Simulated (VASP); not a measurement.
Wanted: the native input for a VASP 6.6.1 run.

```
Task                   : single point
Functional             : PBE
Potentials or basis    : VASP PAW PBE potentials, release 64 (Gd)
Cutoff                 : 520 eV
k mesh                 : 9 × 9 × 5
Occupations            : fermi-dirac, width 0.1 eV
Spin                   : collinear spin, ferromagnetic start
Starting moments       : [0.7, 0.7] μB
Hubbard terms          : Gd f U = 6.4 eV
Dipole correction      : no
Further INCAR settings : ALGO = Normal; EDIFF = 1e-07; NBANDS = 29
```

The structure of Gd lies in POSCAR:

```
Gd
1.0
    3.6290016500      0.0000000000      0.0000000000
   -1.8145008200      3.1428076200      0.0000000000
    0.0000000000      0.0000000000      5.7960000000
Gd
2
Direct
    0.3333333300      0.6666666700      0.2500000000
    0.6666666700      0.3333333300      0.7500000000
```

One way to write it, as run:

INCAR

```
ALGO = Normal
EDIFF = 1E-7
ENCUT = 520
GGA = PE
ISIF = 2
ISMEAR = -1
ISPIN = 2
LASPH = True
LCHARG = False
LDAU = True
LDAUJ = 0
LDAUL = 3
LDAUPRINT = 1
LDAUTYPE = 2
LDAUU = 6.4
LMAXMIX = 6
LORBIT = 11
LREAL = False
LWAVE = False
MAGMOM = 0.7 0.7
NBANDS = 29
NELM = 150
PREC = Accurate
SIGMA = 0.1
```

KPOINTS

```
k-points
0
Gamma
  9 9 5
```

Potentials or basis: VASP PAW PBE potentials, release 64 (Gd).

The run is started by

```console
$ cat potpaw_PBE.64/Gd/POTCAR > POTCAR
$ mpirun -np 1 vasp_std > vasp.out
```

Results of the run:

```json
{
 "Pressure": "1.1 GPa",
 "Net moment": "15.52 μB per cell",
 "Site moments": "Gd +7.10 μB",
 "Valence electrons inside the program's atomic spheres": "Gd 15.18"
}
```

Wall time 6 min on 1 thread of AMD EPYC 7R13, on a shared host, peak memory 0.26 GiB.
